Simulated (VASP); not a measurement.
Set up this calculation in VASP 6.6.1, as the native input.

```yaml
Task: relaxation of cell and atoms
Functional: PBEsol
Potentials_or_basis: VASP PAW PBE potentials, release 64 (Na_pv, F)
Cutoff: 600 eV
k_mesh: 8 × 8 × 8
Occupations: fermi-dirac, width 0.02 eV
Spin: no spin polarisation
Dipole_correction: no
Further_INCAR_settings: ALGO = Normal; EDIFF = 1e-06; IBRION = 2; EDIFFG = -0.005; NSW = 80; ISIF = 3
```

The structure of NaF (Villiaumite) lies in POSCAR:

```
NaF
1.0
    0.0000000000      2.3497437939      2.3497437939
    2.3497437939      0.0000000000      2.3497437939
    2.3497437939      2.3497437939      0.0000000000
Na F
1 1
Direct
    0.0000000000      0.0000000000      0.0000000000
    0.5000000000      0.5000000000      0.5000000000
```

The input as run:

INCAR

```
SYSTEM = NaF
PREC = Accurate
ENCUT = 600
EDIFF = 1E-6
ISMEAR = -1
SIGMA = 0.02
LREAL = .False.
LASPH = .True.
NELM = 100
ALGO = Normal
ISIF = 3
LWAVE = .False.
LCHARG = .False.
GGA = PS
IBRION = 2
NSW = 80
EDIFFG = -0.005
```

KPOINTS

```
Automatic mesh
0
Gamma
  8 8 8
  0 0 0
```

Potentials or basis: VASP PAW PBE potentials, release 64 (Na_pv, F).

Command:

```sh
$ cat potpaw_PBE.64/Na_pv/POTCAR potpaw_PBE.64/F/POTCAR > POTCAR
$ mpirun -np 1 vasp_std > vasp.out
```

Results of the run:

The relaxed volume is 12.37 Å³/atom and the relaxed cell is a = 3.271 Å, b = 3.271 Å, c = 3.271 Å, α = 60.00°, β = 60.00°, γ = 60.00°. The space group after relaxing (to 0.05 Å) is Fm-3m (No. 225). The energy gained by relaxing is 4.2 meV/atom and the ionic steps are 4. The pressure after relaxing is 0.0 GPa and the band gap on the k mesh is 6.19 eV, direct.

Caveat: the PAW data sets were made with another functional, which shifts forces and pressure a little.

Run time: 33 s on 1 thread of Intel(R) Xeon(R) Platinum 8259CL CPU @ 2.50GHz (Skylake/Cascade Lake), with other jobs on the host, peak memory 0.15 GiB.
